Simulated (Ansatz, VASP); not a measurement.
# One calculation of GaAs3, two programs

File INCAR:

```
PREC = Accurate
ENCUT = 500
EDIFF = 1E-6
ISMEAR = 0
SIGMA = 0.1
LREAL = F
LASPH = T
NELM = 120
ALGO = Normal
ISIF = 2
LWAVE = F
LCHARG = T
GGA = PE
LELF = T
LVHAR = T
NBANDS = 22
GGA_COMPAT = F
```

Contents of KPOINTS:

```
regular mesh
0
Gamma
  4 4 4
```

The input POSCAR:

```
GaAs3
1.0
   -2.7230493449      2.7230493449      2.7230493449
    2.7230493449     -2.7230493449      2.7230493449
    2.7230493449      2.7230493449     -2.7230493449
Ga As
1 3
Direct
    0.0000000000      0.0000000000      0.0000000000
    0.0000000000      0.5000000000      0.5000000000
    0.5000000000      0.0000000000      0.5000000000
    0.5000000000      0.5000000000      0.0000000000
```

Input for Ansatz:

```yaml
crystal:
  lattice:
    - [-2.7230493449, 2.7230493449, 2.7230493449]
    - [2.7230493449, -2.7230493449, 2.7230493449]
    - [2.7230493449, 2.7230493449, -2.7230493449]
  atoms:
    - { symbol: Ga, position: [0.0, 0.0, 0.0] }
    - { symbol: As, position: [0.0, 0.5, 0.5] }
    - { symbol: As, position: [0.5, 0.0, 0.5] }
    - { symbol: As, position: [0.5, 0.5, 0.0] }
basis:
  ecutwfc: 420
kpoints:
  mp_grid: { grid: [4, 4, 4] }
hamiltonian:
  xc: pbe
scf:
  occupations: { method: gaussian, width: 0.1 }
  lower_state_search: "off"
output:
  forces: true
  stress: true
  eigenvalues: true
```

Alike in both runs: task single point; functional PBE; k mesh 4 × 4 × 4; occupations gaussian, width 0.1 eV; no spin polarisation.

|  | VASP | Ansatz |
| --- | --- | --- |
| version | VASP 6.6.1 | Ansatz 0.2.0 |
| potentials or method | VASP PAW PBE potentials, release 64 (Ga_d, As), cutoff 500 eV | scalar-relativistic, plane waves, PAW |
| valence electrons in the cell | 28 | 58 |

VASP gave:

| Item | Value |
| --- | --- |
| gap on the k mesh at the Fermi level (eV) | none |
| pressure (GPa) | -1.2 |

Which values does Ansatz return?

gap on the k mesh at the Fermi level (eV): none; pressure (GPa): -1.4.

A gap of «none» marks a metal or a gap that the smearing closes. VASP's potentials hold 28 valence electrons a cell and Ansatz's 58, so a difference there can come from the potentials and not from the codes.

The k mesh is coarse, so the values compare programs but aren't converged.
